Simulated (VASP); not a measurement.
# AlN (I-4m2) in VASP: single point with HSE06

Aim: the single point of AlN with HSE06.

All numbers are computed with VASP 6.6.1; they aren't measurements. Logs are shortened: lines on timing, memory, paths and dates and some standing lists are left out, and cuts for length are marked.

**1. The cell of the first run**

Symmetry: I-4m2, No. 119, tetragonal system. Conventional cell: a = 3.090 Å, b = 3.090 Å, c = 4.127 Å, α = 90.00°, β = 90.00°, γ = 90.00°. Within 2.5 Å of Al (site symmetry -4m2) lie 4 N at 1.86 Å. Within 2.5 Å of N (site symmetry -4m2) lie 4 Al at 1.86 Å.

**2. Single point, HSE06 (uniaxial z strain -5.6%)**

File POSCAR:

```
AlN
1.0
    0.0000000000      2.1848764855      2.0633973529
    2.1848764855      0.0000000000      2.0633973529
    2.1848764855      2.1848764855      0.0000000000
Al N
1 1
Direct
    0.0000000000      0.0000000000      0.0000000000
    0.7500000000      0.7500000000      0.7500000000
```

File INCAR.step1:

```
ALGO = Normal ; EDIFF = 1E-5
ENCUT = 520 ; GGA = PE
ISIF = 2 ; ISMEAR = 0
LASPH = True ; LREAL = False
LWAVE = True ; NBANDS = 11
NELM = 80 ; PREC = Accurate
SIGMA = 0.01
```

File INCAR.step2:

```
ALGO = Normal ; EDIFF = 1E-6
ENCUT = 520 ; GGA = PE
HFSCREEN = 0.2079 ; ISIF = 2
ISMEAR = 0 ; ISTART = 1
LASPH = True ; LCHARG = True
LELF = True ; LHFCALC = True
LREAL = False ; LVHAR = True
LWAVE = False ; NBANDS = 11
NELM = 80 ; PREC = Accurate
PRECFOCK = Normal ; SIGMA = 0.01
```

File KPOINTS:

```
k-points
0
Gamma
  8 8 8
```

Potentials or basis: VASP PAW PBE potentials, release 64 (Al, N).

On the command line:

```
> cat potpaw_PBE.64/Al/POTCAR potpaw_PBE.64/N/POTCAR > POTCAR
> cp INCAR.step1 INCAR
> mpirun -np 1 vasp_std > vasp.out
> cp INCAR.step2 INCAR
> mpirun -np 1 vasp_std > vasp.out
```

OUTCAR:

```text
EDIFF = 1E-6
   ENCUT = 520
   GGA = PE
   HFSCREEN = 0.2079
   ISIF = 2
   ISMEAR = 0
   ISTART = 1
   LASPH = True
   LHFCALC = True
   LREAL = False
   NELM = 80
   PREC = Accurate
   PRECFOCK = Normal

 ion  position               nearest neighbor table
   1  0.000  0.000  0.000-   2 1.86   2 1.86   2 1.86   2 1.86
   2  0.750  0.750  0.750-   1 1.86   1 1.86   1 1.86   1 1.86

  LATTYP: Found a body centered tetragonal cell.
 ALAT       =     3.0898819579
 C/A-ratio  =     1.3355832883

  Lattice vectors:

 A1 = (   0.0000000000,  -2.1848764855,  -2.0633973529)
 A2 = (   0.0000000000,   2.1848764855,  -2.0633973529)
 A3 = (   2.1848764855,   0.0000000000,   2.0633973529)

Analysis of symmetry for initial positions (statically):
=====================================================================
 Subroutine PRICEL returns:
 Original cell was already a primitive cell.

 Routine SETGRP: Setting up the symmetry group for a
 body centered tetragonal supercell.

 Subroutine GETGRP returns: Found  8 space group operations
 (whereof  8 operations were pure point group operations)
 out of a pool of 16 trial point group operations.

The static configuration has the point symmetry D_2d.

Analysis of symmetry for dynamics (positions and initial velocities):
=====================================================================
 Subroutine PRICEL returns:
 Original cell was already a primitive cell.

 Routine SETGRP: Setting up the symmetry group for a
 body centered tetragonal supercell.

 Subroutine GETGRP returns: Found  8 space group operations
 (whereof  8 operations were pure point group operations)
 out of a pool of 16 trial point group operations.

The dynamic configuration has the point symmetry D_2d.

 Subroutine INISYM returns: Found  8 space group operations
 (whereof  8 operations are pure point group operations),
 and found     1 'primitive' translations

----------------------------------------------------------------------------------------

                                     Primitive cell

  volume of cell :      19.7000

  direct lattice vectors                    reciprocal lattice vectors
     0.000000000  2.184876485  2.063397353    -0.228845888  0.228845888  0.242318814
     2.184876485  0.000000000  2.063397353     0.228845888 -0.228845888  0.242318814
     2.184876485  2.184876485  0.000000000     0.228845888  0.228845888 -0.242318814

  length of vectors
     3.005211123  3.005211123  3.089881958     0.404300988  0.404300988  0.404300988

  position of ions in fractional coordinates (direct lattice)
     0.000000000  0.000000000  0.000000000
     0.750000000  0.750000000  0.750000000

  ion indices of the primitive-cell ions
   primitive index   ion index
                 1           1
                 2           2

----------------------------------------------------------------------------------------

 KPOINTS: k-points

Automatic generation of k-mesh.
 Grid dimensions read from file:
 generate k-points for:    8    8    8

 Generating k-lattice:

  Cartesian coordinates                     Fractional coordinates (reciprocal lattice)
    -0.028605736  0.028605736  0.030289852     0.125000000 -0.000000000  0.000000000
     0.028605736 -0.028605736  0.030289852    -0.000000000  0.125000000  0.000000000
     0.028605736  0.028605736 -0.030289852     0.000000000  0.000000000  0.125000000

  Length of vectors
     0.050537623  0.050537623  0.050537623

  Shift w.r.t. Gamma in fractional coordinates (k-lattice)
     0.000000000  0.000000000  0.000000000

 Subroutine IBZKPT returns following result:
 ===========================================

 Found     59 irreducible k-points:

 Following reciprocal coordinates:
            Coordinates               Weight
  0.000000  0.000000  0.000000      1.000000
  0.125000  0.000000  0.000000      8.000000
  0.250000  0.000000  0.000000      8.000000
  0.375000  0.000000  0.000000      8.000000
  0.500000  0.000000  0.000000      4.000000
  0.125000  0.125000  0.000000      2.000000
[... 16 lines left out ...]
  0.250000  0.000000  0.125000     16.000000
  0.375000  0.000000  0.125000     16.000000
 [... further k-points ...]
   k-points           NKPTS =     59   k-points in BZ     NKDIM =    512   number of bands    NBANDS=     11
   number of dos      NEDOS =    301   number of ions     NIONS =      2
   total plane-waves  NPLWV =  13824
   dimension x,y,z NGX =    24 NGY =   24 NGZ =   24
   dimension x,y,z NGXF=    48 NGYF=   48 NGZF=   48
   ions per type =               1   1
   NGX,Y,Z   is equivalent  to a cutoff of  13.28, 13.28, 12.91 a.u.
   NGXF,Y,Z  is equivalent  to a cutoff of  26.55, 26.55, 25.83 a.u.
 SYSTEM =  unknown system
   PREC   = accura    normal or accurate (medium, high low for compatibility)
   ISTART =      1    job   : 0-new  1-cont  2-samecut
   ICHARG =      0    charge: 1-file 2-atom 10-const
   ISPIN  =      1    spin polarized calculation?
   LNONCOLLINEAR =      F non collinear calculations
   LSORBIT =      F    spin-orbit coupling
   LASPH  =      T    aspherical Exc in radial PAW
   ENCUT  =  520.0 eV  38.22 Ry    6.18 a.u.   5.59  5.59  5.75*2*pi/ulx,y,z
   NELM   =     80;   NELMIN=  2; NELMDL=  0     # of ELM steps
   EDIFF  = 0.1E-05   stopping-criterion for ELM
   LREAL  =      F    real-space projection
   EDIFFG = 0.1E-04   stopping-criterion for IOM
   NSW    =      0    number of steps for IOM
   IBRION =     -1    ionic relax: 0-MD 1-quasi-New 2-CG
   NFREE  =      0    steps in history (QN), initial steepest desc. (CG)
   ISIF   =      2    stress and relaxation
   ISYM   =      3    0-nonsym 1-usesym 2-fastsym
   POTIM  = 0.5000    time-step for ionic-motion
   TEBEG  =    0.0;   TEEND  =   0.0 temperature during run
   PSTRESS=    0.0 pullay stress
   NELECT =       8.0000    total number of electrons
   NUPDOWN=      -1.0000    fix difference up-down
   EMIN   =  10.00;   EMAX   =-10.00  energy-range for DOS
   EFERMI =   0.00;   METHOD = LEGACY
   ISMEAR =     0;   SIGMA  =   0.01  broadening in eV -4-tet -1-fermi 0-gaus
   EFERMI_NEDOS =   21; number of points for ismear=-14 and -15
   IALGO  =     38    algorithm
   IMIX   =      1    mixing-type and parameters
     AMIX     =   0.40;   BMIX     =  1.00
     AMIX_MAG =   1.60;   BMIX_MAG =  1.00
  volume/ion in A,a.u.               =       9.85        66.47
  Fermi-wavevector in a.u.,A,eV,Ry     =   1.212316  2.290946 19.996630  1.469711
  Thomas-Fermi vector in A             =   2.347804
   LORBIT       =      0    0 simple, 1 ext, 2 COOP (PROOUT), +10 PAW based schemes
   GGA     = PE    functional components
   LHFCALC =     T    Hartree Fock is set to
   PRECFOCK=normal    Normal, Fast or Accurate (Low or Medium for compatibility)
   ENCUT4O =  -1.0   cutoff for four orbital integrals eV
   NKREDX  =     1    reduce k-point grid by
   NKREDY  =     1    reduce k-point grid by
   NKREDZ  =     1    reduce k-point grid by
   AEXX    =    0.2500 exact exchange contribution
   HFSCREEN=    0.2079 screening length (either q_TF or 0.3 A-1)
   HFSCREENC=   0.2079 screening length for correlation (either q_TF or 0.3 A-1)
   ENCUTFOCK=  -1.0 apply spherical cutoff to Coloumb kernel
   IVDW    =     0    specifies the selected vdW correction
   LEPSILON=     F    determine dielectric tensor
   LRPA    =     F    only Hartree local field effects (RPA)
 non-spin polarized calculation
 Gauss-broadening in eV      SIGMA  =   0.01
  energy-cutoff  :      520.00
  volume of cell :       19.70
 maximum number of plane-waves:       539
 NGX is ok and might be reduce to    24
  NGX = 18; NGY = 18; NGZ = 18

 number of electron       7.9999998 magnetization

 Free energy of the ion-electron system (eV)
  ---------------------------------------------------
  ext. energy  EPLUGINS =         0.00000000
  ---------------------------------------------------
  free energy    TOTEN  =       -17.33895410 eV

  energy without entropy =      -17.33895410  energy(sigma->0) =      -17.33895410

 E-fermi :   5.8002     XC(G=0):  -9.2077

 val. band max:        5.7293927138   @ k =   0.0000   0.0000   0.0000
 cond. band min:      10.0208404847   @ k =   0.5000   0.5000   0.0000
 fundamental gap:      4.2914477708
 Fermi energy:         5.8002258997

 k-point     1 :       0.0000    0.0000    0.0000
  band No.  band energies     occupation
      1     -11.2506      2.00000
      2       5.5057      2.00000
      3       5.5057      2.00000
      4       5.7294      2.00000
      5      11.6697      0.00000
      6      20.3912      0.00000
      7      20.4483      0.00000
      8      20.4483      0.00000
      9      24.6741      0.00000
     10      26.3068      0.00000
     11      26.4230      0.00000

 k-point     2 :       0.1250    0.0000    0.0000
  band No.  band energies     occupation
      1     -10.9900      2.00000
      2       4.3217      2.00000
      3       5.3867      2.00000
      4       5.5965      2.00000
      5      12.6344      0.00000
      6      19.7631      0.00000
      7      20.5066      0.00000
      8      20.7454      0.00000
      9      23.3552      0.00000
     10      24.2218      0.00000
     11      26.5330      0.00000

 k-point     3 :       0.2500    0.0000    0.0000
  band No.  band energies     occupation
      1     -10.2727      2.00000
      2       1.9737      2.00000
      3       5.1187      2.00000
      4       5.4552      2.00000
      5      14.0364      0.00000
      6      18.6347      0.00000
      7      19.5732      0.00000
      8      20.7277      0.00000
      9      24.0214      0.00000
     10      24.2110      0.00000
     11      25.6394      0.00000

 k-point     4 :       0.3750    0.0000    0.0000
  band No.  band energies     occupation
      1      -9.3593      2.00000
      2      -0.1288      2.00000
      3       4.8740      2.00000
      4       5.3301      2.00000
      5      14.7282      0.00000
      6      17.8784      0.00000
      7      18.5301      0.00000
      8      19.9076      0.00000
      9      25.4088      0.00000
     10      26.7113      0.00000
     11      26.7677      0.00000

 k-point     5 :       0.5000    0.0000    0.0000
  band No.  band energies     occupation
      1      -8.8793      2.00000
      2      -1.0313      2.00000
      3       4.7784      2.00000
      4       5.2816      2.00000
      5      14.8677      0.00000
      6      17.6592      0.00000
      7      18.1493      0.00000
      8      19.4860      0.00000
      9      26.1522      0.00000
     10      28.5660      0.00000
     11      28.8622      0.00000
[... 211 lines left out ...]
 k-point    21 :       0.5000    0.5000    0.0000
  band No.  band energies     occupation
      1      -7.9592      2.00000
      2       0.4504      2.00000
      3       3.2142      2.00000
      4       3.2142      2.00000
      5      10.0208      0.00000
      6      15.4142      0.00000
      7      23.2395      0.00000
      8      23.8032      0.00000
      9      23.8032      0.00000
     10      32.3482      0.00000
     11      32.4977      0.00000

 k-point    22 :       0.1250    0.0000    0.1250
  band No.  band energies     occupation
      1     -10.9167      2.00000
      2       4.3525      2.00000
      3       5.2040      2.00000
      4       5.3768      2.00000
      5      12.8382      0.00000
      6      19.5594      0.00000
      7      20.6760      0.00000
      8      20.8573      0.00000
      9      21.2382      0.00000
     10      26.1751      0.00000
     11      27.4793      0.00000

 k-point    23 :       0.2500    0.0000    0.1250
  band No.  band energies     occupation
      1     -10.3625      2.00000
      2       2.6820      2.00000
      3       4.9131      2.00000
      4       5.1114      2.00000
      5      13.8541      0.00000
      6      18.5466      0.00000
      7      19.2215      0.00000
      8      21.0868      0.00000
      9      22.3907      0.00000
     10      25.8908      0.00000
     11      28.0125      0.00000

 k-point    24 :       0.3750    0.0000    0.1250
  band No.  band energies     occupation
      1      -9.5033      2.00000
      2       0.6585      2.00000
      3       4.5109      2.00000
      4       4.9185      2.00000
      5      14.6440      0.00000
      6      17.0949      0.00000
      7      19.3421      0.00000
      8      20.6928      0.00000
      9      24.0305      0.00000
     10      26.9330      0.00000
     11      28.1023      0.00000

 [... further k-points ...]

------------------------ aborting loop because EDIFF is reached ----------------------------------------

  FORCE on cell =-STRESS in cart. coord.  units (eV):
  Direction    XX          YY          ZZ          XY          YZ          ZX
  --------------------------------------------------------------------------------------
  -------------------------------------------------------------------------------------
  Total        1.2554362      1.2554362      2.0258549      0.0000000      0.0000000     -0.0000000
  in kB      102.1030213    102.1030213    164.7601884      0.0000000      0.0000000     -0.0000000
  external PRESSURE =     122.9887437 kB  Pullay stress =       0.0000000 kB

 VOLUME and BASIS-vectors are now :
 -----------------------------------------------------------------------------
  energy-cutoff  :      520.00
  volume of cell :       19.70
      direct lattice vectors                 reciprocal lattice vectors
     0.000000000  2.184876485  2.063397353    -0.228845888  0.228845888  0.242318814
     2.184876485  0.000000000  2.063397353     0.228845888 -0.228845888  0.242318814
     2.184876485  2.184876485  0.000000000     0.228845888  0.228845888 -0.242318814

 POSITION                                       TOTAL-FORCE (eV/Angst)
 -----------------------------------------------------------------------------------
      0.00000      0.00000      0.00000         0.000000      0.000000      0.000000
      3.27731      3.27731      3.09510        -0.000000     -0.000000     -0.000000
 -----------------------------------------------------------------------------------
    total drift:                               -0.000000     -0.000000      0.000001

  FREE ENERGIE OF THE ION-ELECTRON SYSTEM (eV)
  ---------------------------------------------------
  free  energy   TOTEN  =       -17.3389541037 eV

  energy  without entropy=      -17.3389541037  energy(sigma->0) =      -17.33895410
```

Wall time 46 min (1 thread of Oxide Virtual Turin-like, shared host); peak memory 0.23 GiB.

What came out:

| Item | Value |
| --- | --- |
| Free energy | -17.3390 eV |
| Pressure | 12.3 GPa |
| Band gap on the k mesh | 4.29 eV (least direct gap 5.94 eV) |

Stress tensor (GPa, compression positive):
```
10.21  0.00  0.00
 0.00 10.21  0.00
 0.00  0.00 16.48
```

Levels at points of the mesh, in eV from the valence-band top:
```tsv
k point	band 1	band 2	band 3	band 4	band 5	band 6	band 7	band 8	band 9
(0.00, 0.00, 0.00)	-16.98	-0.22	-0.22	0.00	5.94	14.66	14.72	14.72	18.94
(0.50, 0.00, 0.00)	-14.61	-6.76	-0.95	-0.45	9.14	11.93	12.42	13.76	20.42
(0.50, 0.50, 0.00)	-13.69	-5.28	-2.52	-2.52	4.29	9.68	17.51	18.07	18.07
(0.50, 0.00, 0.50)	-13.97	-5.87	-1.99	-1.98	4.57	10.59	16.39	17.66	19.53
```

Caveat: the cell differs from its parent crystal (uniaxial z strain -5.6%); the cell stands under pressure; the PAW data sets were made with another functional, which shifts forces and pressure a little. A k mesh can miss the band edges.
